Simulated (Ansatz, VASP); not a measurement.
# One calculation of Ga, two programs

INCAR

```
ALGO     = Normal         # electronic algorithm
EDIFF    = 1E-7           # SCF threshold, eV
ENCUT    = 520            # plane-wave cutoff, eV
GGA      = PE             # functional
ISIF     = 2              # what is computed and relaxed
ISMEAR   = -1             # smearing method
LASPH    = True           # aspherical terms in the spheres
LCHARG   = True           # write CHGCAR
LELF     = True           # ELF
LREAL    = False          # projectors in reciprocal space
LVHAR    = True         
LWAVE    = False          # write WAVECAR
NBANDS   = 34             # bands
NELM     = 80             # most SCF steps
PREC     = Accurate       # precision mode
SIGMA    = 0.1            # smearing width, eV
```

File KPOINTS:

```
k-points
0
Gamma
  11 11 9
```

Contents of POSCAR:

```
Ga
1.0
    2.3412052958     -3.9238899280      0.0000000000
    2.3412052958      3.9238899280      0.0000000000
    0.0000000000      0.0000000000      4.6061373395
Ga
4
Direct
    0.8442122853      0.1557877147      0.0839450138
    0.6557877147      0.3442122853      0.5839450138
    0.1557877147      0.8442122853      0.9160549862
    0.3442122853      0.6557877147      0.4160549862
```

Input for Ansatz:

```yaml
crystal:
  lattice:
    - [2.3412052958, -3.923889928, 0.0]
    - [2.3412052958, 3.923889928, 0.0]
    - [0.0, 0.0, 4.6061373395]
  atoms:
    - { symbol: Ga, position: [0.8442122853, 0.1557877147, 0.0839450138] }
    - { symbol: Ga, position: [0.6557877147, 0.3442122853, 0.5839450138] }
    - { symbol: Ga, position: [0.1557877147, 0.8442122853, 0.9160549862] }
    - { symbol: Ga, position: [0.3442122853, 0.6557877147, 0.4160549862] }
hamiltonian:
  xc: pbe
  pseudopotentials:
    kind: paw
    azcp:
      Ga: "pseudopotentials/Ga.paw.azcp"
basis:
  ecutwfc: 420
  fft_grid_basis: typed
kpoints:
  mp_grid: { grid: [11, 11, 9], shift: [0, 0, 0] }
magnetization:
  spin_polarized: false
scf:
  occupations: { method: fermi_dirac, width: 0.1 }
output:
  stress: true
```

Alike in both runs: task single point; functional PBE; k mesh 11 × 11 × 9; occupations fermi-dirac, width 0.1 eV; no spin polarisation.

|  | VASP | Ansatz |
| --- | --- | --- |
| version | VASP 6.6.1 | Ansatz 0.2.0 |
| potentials or method | VASP PAW PBE potentials, release 64 (Ga_d), cutoff 520 eV | plane waves (420 eV) with PAW, scalar-relativistic |
| valence electrons in the cell | 52 | 52 |

```csv
,VASP,Ansatz,Ansatz less VASP
pressure (GPa),-1.7,-1.8,-0.10
"traceless stress, the component that is largest in VASP (GPa)",0.20,0.20,+0.006
```
